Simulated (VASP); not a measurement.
Set up this calculation in VASP 6.6.1, as the native input.

```
Task                   : single point
Functional             : PBE
Potentials or basis    : VASP PAW PBE potentials, release 64 (Zn, C)
Cutoff                 : 520 eV
k mesh                 : 8 × 8 × 8
Occupations            : gaussian, width 0.01 eV
Spin                   : no spin polarisation
Dipole correction      : no
Further INCAR settings : ALGO = Normal; EDIFF = 1e-06; NBANDS = 17
```

The structure of ZnC2 lies in POSCAR:

```
ZnC2
1.0
   -1.6355662267      1.6355662267      2.5431519112
    1.6355662267     -1.6355662267      2.5431519112
    1.6355662267      1.6355662267     -2.5431519112
Zn C
1 2
Direct
    0.0000000000      0.0000000000      0.0000000000
    0.6219890155      0.6219890155      0.0000000000
    0.3780109845      0.3780109845      0.0000000000
```

The input as run:

INCAR

```
SYSTEM = ZnC2
PREC = Accurate ; ENCUT = 520
EDIFF = 1E-6 ; ISMEAR = 0
SIGMA = 0.01 ; LREAL = .FALSE.
LASPH = .TRUE. ; NELM = 60
ALGO = Normal ; ISIF = 2
LWAVE = .FALSE. ; LCHARG = .TRUE.
GGA = PE ; LELF = .TRUE.
LVHAR = .TRUE. ; NBANDS = 17
```

KPOINTS

```
Automatic mesh
0
G
  8 8 8
  0 0 0
```

Potentials or basis: VASP PAW PBE potentials, release 64 (Zn, C).

Run with:

```sh
$ cat potpaw_PBE.64/Zn/POTCAR potpaw_PBE.64/C/POTCAR > POTCAR
$ mpirun -np 1 vasp_std > vasp.out
```

It gave:

The pressure is 41.9 GPa. The largest force is 0.091 eV/Å. The band gap on the k mesh is 0.71 eV, indirect (least direct gap 2.88 eV).

Wall time 22 s on 1 thread of AMD EPYC 9R45 96-Core Processor (Zen 5), on a shared host, peak memory 0.14 GiB.
